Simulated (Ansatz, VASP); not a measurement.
Two plane-wave programs on AlNi

```
Al Ni
1.0
     2.02237   -2.02215    0.00000
     2.02237    2.02215    0.00000
     0.00000    0.00000    2.87010
Al Ni
1 1
Direct
  0.00000 0.00000 0.00000
  0.50000 0.50000 0.50000
```

Alike in both runs: functional r2SCAN; k mesh 16 × 16 × 14; occupations gaussian, width 0.1 eV; no spin polarisation.

Ansatz relaxed the structure, and its values are those at the end. VASP's run is a single point on that final structure, the one shown.

|  | VASP | Ansatz |
| --- | --- | --- |
| version | VASP 6.6.1 | Ansatz 0.2.0 |
| potentials or method | VASP PAW PBE potentials, release 64 (Al, Ni), cutoff 520 eV | scalar-relativistic, plane waves, PAW |
| valence electrons in the cell | 13 | 21 |

Ansatz gave:

```
gap on the k mesh at the Fermi level (eV) : none
pressure (GPa)                            : 0.0
```

Problem. Which values does VASP return?

Solution. gap on the k mesh at the Fermi level (eV): none; pressure (GPa): -0.2.

VASP's potentials were made for PBE, not for r2SCAN. A gap of «none» marks a metal or a gap that the smearing closes. With one functional, cell and mesh, what is left measures potentials, basis and numerics. VASP's potentials hold 13 valence electrons a cell and Ansatz's 21, so a difference there can come from the potentials and not from the codes.
